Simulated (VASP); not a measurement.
K: single point with r2SCAN

K:

```
CELL_PARAMETERS angstrom
-2.66995 2.66995 2.66995
2.66995 -2.66995 2.66995
2.66995 2.66995 -2.66995
ATOMIC_POSITIONS crystal
K 0.00000 0.00000 0.00000
```

- Program: VASP 6.6.1
- Task: single point
- Functional: r2SCAN
- Potentials or basis: VASP PAW PBE potentials, release 64 (K_sv)
- Cutoff: 520 eV
- k mesh: 8 × 8 × 8
- Occupations: gaussian, width 0.01 eV
- Spin: no spin polarisation

```
Pressure               : 0.0 GPa
Band gap on the k mesh : zero (an odd number of electrons rules out a gap without spin polarisation)
```

Levels at points of the mesh, in eV from the Fermi level:
| k point | band 2 | band 3 | band 4 | band 5 | band 6 | band 7 |
| --- | --- | --- | --- | --- | --- | --- |
| (0.00, 0.00, 0.00) | -16.46 | -16.46 | -16.46 | -2.36 | 4.61 | 4.61 |
| (0.50, 0.00, 0.00) | -16.52 | -16.48 | -16.46 | 0.47 | 0.52 | 3.37 |
| (0.50, 0.50, 0.50) | -16.50 | -16.50 | -16.50 | 1.69 | 1.69 | 3.57 |

Wall time 2.3 min on 1 thread of Intel Xeon 8259CL, on a shared host, peak memory 0.21 GiB.

Caveat: the PAW data sets were made with another functional, which shifts forces and pressure a little.
